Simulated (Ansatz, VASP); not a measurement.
**KBr in VASP and in Ansatz**

```xyz
2
Lattice="0.0000 3.3000 3.3000 3.3000 0.0000 3.3000 3.3000 3.3000 0.0000" Properties=species:S:1:pos:R:3 pbc="T T T"
Br    3.3000    3.3000    3.3000
K     0.0000    0.0000    0.0000
```

Alike in both runs: task single point; functional PBE; k mesh 7 × 7 × 7; occupations gaussian, width 0.028 eV; no spin polarisation.

|  | VASP | Ansatz |
| --- | --- | --- |
| version | VASP 6.6.1 | Ansatz 0.2.0 |
| potentials or method | VASP PAW PBE potentials, release 64 (Br, K_sv), cutoff 520 eV | all-electron LAPW, scalar-relativistic |

Ansatz gave:

```
gap on the k mesh at the Fermi level (eV) : 4.44
least direct gap on the mesh (eV)         : 4.44
pressure (GPa)                            : 0.7
```

Problem. Which values does VASP return?

Solution. gap on the k mesh at the Fermi level (eV): 4.43; least direct gap on the mesh (eV): 4.43; pressure (GPa): 0.8.

Ansatz ran all-electron here, and VASP with PAW potentials.
